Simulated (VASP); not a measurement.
The system is C.

```
C
1.0
     2.10720    0.00000    0.00000
    -1.05360    1.82488    0.00000
     0.00000    0.00000    3.44105
C
2
Direct
  0.33333 0.66667 0.25000
  0.66667 0.33333 0.75000
```

- Program: VASP 6.6.1
- Task: relaxation of cell and atoms
- Functional: revPBE
- Potentials or basis: VASP PAW PBE potentials, release 64 (C)
- Cutoff: 600 eV
- k mesh: 17 × 17 × 9
- Occupations: fermi-dirac, width 0.1 eV
- Spin: no spin polarisation

At the start: pressure 11.3 GPa; volume 6.62 Å³/atom.

Question: Where does the relaxation end?

Answer: Over 32 steps the energy falls by 358.5 meV/atom and the volume is 7.03 Å³/atom (+6.3 %); space group P6_3/mmc (No. 194, to 0.05 Å).

Step by step:
| step | energy change (eV) | largest force (eV/Å) | pressure (GPa) | volume (Å³) |
| --- | --- | --- | --- | --- |
| 1 | 0.0000 | 0.0000 | 11.27 | 13.23 |
| 2 | -0.0333 | 0.0000 | 0.26 | 14.14 |
| 3 | -0.0333 | 0.0000 | -0.19 | 14.19 |
| 4 | -0.0337 | 0.0000 | -0.11 | 14.18 |
| 5 | -0.0341 | 0.0000 | 0.04 | 14.16 |
| 6 | -0.0351 | 0.0000 | 0.39 | 14.13 |
| 7 | -0.0458 | 0.0000 | 1.08 | 14.05 |
| 8 | -0.0922 | 0.0000 | 2.82 | 13.88 |
| 9 | -0.1895 | 0.0000 | 8.07 | 13.47 |
| 10 | -0.3113 | 0.0000 | 24.41 | 12.36 |
| 11 | 4.4469 | 0.0000 | 337.99 | 9.37 |
| 12 | -0.3414 | 0.0000 | 26.49 | 12.20 |
| 13 | 0.0624 | 0.0000 | 96.76 | 10.87 |
| 14 | -0.3954 | 0.0000 | 30.62 | 11.88 |
| 15 | -0.3568 | 0.0000 | 55.04 | 11.39 |
| 16 | -0.4058 | 0.0000 | 43.76 | 11.57 |
| 17 | -0.3913 | 0.0000 | 48.27 | 11.50 |
| 18 | -0.4051 | 0.0000 | 46.65 | 11.54 |
| 19 | -0.4440 | 0.0000 | 41.97 | 11.68 |
| 20 | -0.5110 | 0.0000 | 33.18 | 11.96 |
| 21 | -0.6051 | 0.0000 | 18.44 | 12.54 |
| 22 | -0.6889 | 0.0000 | 4.21 | 13.76 |
| 23 | -0.6971 | 0.0000 | 0.54 | 14.23 |
| 24 | -0.6975 | 0.0000 | -0.47 | 14.37 |
| 25 | -0.7012 | 0.0000 | -0.70 | 14.38 |
| 26 | -0.7091 | 0.0000 | -1.21 | 14.40 |
| 27 | -0.7139 | 0.0000 | -2.50 | 14.44 |
| 28 | -0.7140 | 0.0000 | -2.27 | 14.43 |
| 29 | -0.7154 | 0.0000 | -1.65 | 14.33 |
| 30 | -0.7167 | 0.0000 | -0.56 | 14.14 |
| 31 | -0.7152 | 0.0000 | 2.22 | 13.77 |
| 32 | -0.7169 | 0.0000 | -0.12 | 14.06 |

Final structure:
```
C
1.0
     1.73567    0.00000    0.00000
    -0.86784    1.50314    0.00000
     0.00000    0.00000    5.38998
C
2
Cartesian
  0.0000 1.0021 1.3475
  0.8678 0.5010 4.0425
```

Caveat: the PAW data sets were made with another functional, which shifts forces and pressure a little.
